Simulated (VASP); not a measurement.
Runs of VASP 6.6.1 on AgPd2. The structure is that of space group Fm-3m (No. 225), or close to it. The cells are those of the table. The cell was built from a structure type or drawn by symmetry, and may not be a known phase.

| task | cell | k mesh | cutoff (eV) | gap on the mesh (eV) | pressure (GPa) | relaxed volume (Å³/atom) |
| --- | --- | --- | --- | --- | --- | --- |
| relaxation of cell and atoms | relaxed from a = 4.223 Å, angles 60.0°, 3 atoms | 6 × 6 × 6 | 600 | none | -0.1 | (a) |
| single point | a = 4.351 Å, angles 60.0°, 3 atoms | 6 × 6 × 6 | 520 | none | -0.2 | - |
| single point | a = 4.353 Å, angles 60.0°, 3 atoms | 14 × 14 × 14 | 520 | none | -0.2 | - |
| relaxation of cell and atoms | relaxed from a = 4.351 Å, angles 60.0°, 3 atoms | 14 × 14 × 14 | 600 | none | 0.1 | 19.38 |

Alike in all rows: level PBE; potentials or basis VASP PAW PBE potentials, release 64 (Ag, Pd); no spin polarisation; smearing gaussian 0.1 eV.

Problem. Estimate the missing entries.

Solution. (a) 19.39.

A k mesh can miss the band edges, and the runs leave out spin-orbit coupling on Ag, Pd.

A gap of «none» marks levels without a gap at the run's occupations.
